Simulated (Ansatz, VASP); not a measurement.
**Two plane-wave programs on ZnRe2**

```xyz
6
Lattice="-2.5040 2.5040 3.9393 2.5040 -2.5040 3.9393 2.5040 2.5040 -3.9393" Properties=species:S:1:pos:R:3 pbc="T T T"
Zn    0.0000    0.0000    0.0000
Zn    0.0000    2.5040    1.9697
Re    0.0000    0.0000    2.7525
Re    2.5040    0.0000    0.7828
Re    2.5040    0.0000    3.1565
Re    0.0000    0.0000    5.1262
```

Alike in both runs: functional PBE; k mesh 10 × 10 × 10; occupations gaussian, width 0.1 eV; no spin polarisation.

Ansatz relaxed the structure, and its values are those at the end. VASP's run is a single point on that final structure, the one shown.

|  | VASP | Ansatz |
| --- | --- | --- |
| version | VASP 6.6.1 | Ansatz 0.2.0 |
| potentials or method | VASP PAW PBE potentials, release 64 (Zn, Re), cutoff 520 eV | scalar-relativistic, plane waves, PAW |
| valence electrons in the cell | 52 | 84 |

|  | VASP | Ansatz | Ansatz less VASP |
| --- | --- | --- | --- |
| gap on the k mesh at the Fermi level (eV) | none | none | - |
| pressure (GPa) | -0.7 | 0.0 | +0.74 |
| rms of the force components (eV/Å) | 0.142 | 0.001 | -0.1415 |

A gap of «none» marks a metal or a gap that the smearing closes. With one functional, cell and mesh, what is left measures potentials, basis and numerics. VASP's potentials hold 52 valence electrons a cell and Ansatz's 84, so a difference there can come from the potentials and not from the codes.

Spin-orbit coupling is off throughout.
